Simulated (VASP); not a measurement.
V:

```
V
1.0
    -1.51435    1.51435    1.51435
     1.51435   -1.51435    1.51435
     1.51435    1.51435   -1.51435
V
1
Direct
  0.00000 0.00000 0.00000
```

```yaml
Program: VASP 6.6.1
Task: relaxation of cell and atoms
Functional: LDA
Potentials_or_basis: VASP PAW LDA potentials, release 64 (V_sv)
Cutoff: 600 eV
k_mesh: 9 × 9 × 9
Occupations: fermi-dirac, width 0.05 eV
Spin: collinear spin, ferromagnetic start
Starting_moments: "[2.0] μB"
```

At the start: pressure -17.9 GPa; volume 13.89 Å³/atom.

Task: Where does the relaxation end?

Result: Over 7 steps the energy falls by 87.5 meV/atom and the volume is 12.47 Å³/atom (-10.2 %); space group Im-3m (No. 229, to 0.05 Å); moment 0.00 μB per cell.

The path:
```csv
step,energy change (eV),largest force (eV/Å),pressure (GPa),volume (Å³)
1,0.0000,0.0000,-17.92,13.89
2,0.0582,0.0000,35.29,11.00
3,-0.0874,0.0000,-0.70,12.51
4,-0.0875,0.0000,-0.09,12.48
5,-0.0875,0.0000,0.37,12.45
6,-0.0875,0.0000,-0.48,12.50
7,-0.0875,0.0000,0.01,12.47
```

Final structure:
```
V
1.0
    -1.46091    1.46091    1.46091
     1.46091   -1.46091    1.46091
     1.46091    1.46091   -1.46091
V
1
Direct
  0.00000 0.00000 0.00000
```

Caveat: the volume moved by -10 % from the deposited cell, more than functionals usually miss.
